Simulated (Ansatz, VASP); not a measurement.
One calculation of B5C, two programs

```
B C
1.0
     4.10157    0.00000    0.00000
    -2.05078    3.55206    0.00000
     0.00000    0.00000    2.85889
B C
5 1
Direct
  0.33333 0.66667 0.00000
  0.66667 0.33333 0.00000
  0.50000 0.00000 0.50000
  0.50000 0.50000 0.50000
  0.00000 0.50000 0.50000
  0.00000 0.00000 0.00000
```

Change from the starting cell: species swapped into the SmFe5 type (P6/mmm, No. 191).

Alike in both runs: functional PBE; k mesh 6 × 6 × 6; occupations gaussian, width 0.1 eV; no spin polarisation.

Ansatz relaxed the structure, and its values are those at the end. VASP's run is a single point on that final structure, the one shown.

```csv
,VASP,Ansatz
version,VASP 6.6.1,Ansatz 0.2.0
potentials or method,"VASP PAW PBE potentials, release 64 (B, C), cutoff 520 eV","scalar-relativistic, plane waves, PAW"
valence electrons in the cell,19,19
```

|  | VASP | Ansatz | Ansatz less VASP |
| --- | --- | --- | --- |
| gap on the k mesh at the Fermi level (eV) | none | none | - |
| pressure (GPa) | -0.3 | -0.2 | +0.06 |

A gap of «none» marks a metal or a gap that the smearing closes.

The k mesh is coarse, so the values compare programs but aren't converged.
